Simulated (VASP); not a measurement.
Nb: single point with PBE

Nb:

```xyz
1
Lattice="0.0000 2.0727 2.1150 2.0727 0.0000 2.1150 2.0727 2.0727 0.0000" Properties=species:S:1:pos:R:3 pbc="T T T"
Nb    0.0000    0.0000    0.0000
```

This cell differs from its parent crystal: equal xx and yy strain of -2 %.

```json
{"Program": "VASP 6.6.1", "Task": "single point", "Functional": "PBE", "Potentials or basis": "VASP PAW PBE potentials, release 64 (Nb_sv)", "Cutoff": "520 eV", "k mesh": "13 × 13 × 13", "Occupations": "fermi-dirac, width 0.08 eV", "Spin": "no spin polarisation", "Dipole correction": "no", "Further INCAR settings": "ALGO = Normal; EDIFF = 1e-06; NBANDS = 12"}
```

| Item | Value |
| --- | --- |
| Pressure | 5.4 GPa |
| Band gap on the k mesh | zero (an odd number of electrons rules out a gap without spin polarisation) |

Stress tensor (GPa, compression positive):
```
3.56 0.00 0.00
0.00 3.56 0.00
0.00 0.00 9.23
```

Levels at points of the mesh, in eV from the Fermi level:
```tsv
k point	band 2	band 3	band 4	band 5	band 6	band 7	band 8	band 9	band 10	band 11
(0.00, 0.00, 0.00)	-30.07	-30.07	-30.07	-6.29	-0.07	0.18	0.18	2.64	2.97	11.88
```

Wall time 49 s on 1 thread of Intel Xeon 8259CL, on a shared host, peak memory 0.17 GiB.

Caveat: the cell differs from its parent crystal (equal xx and yy strain of -2 %); the cell stands under pressure.
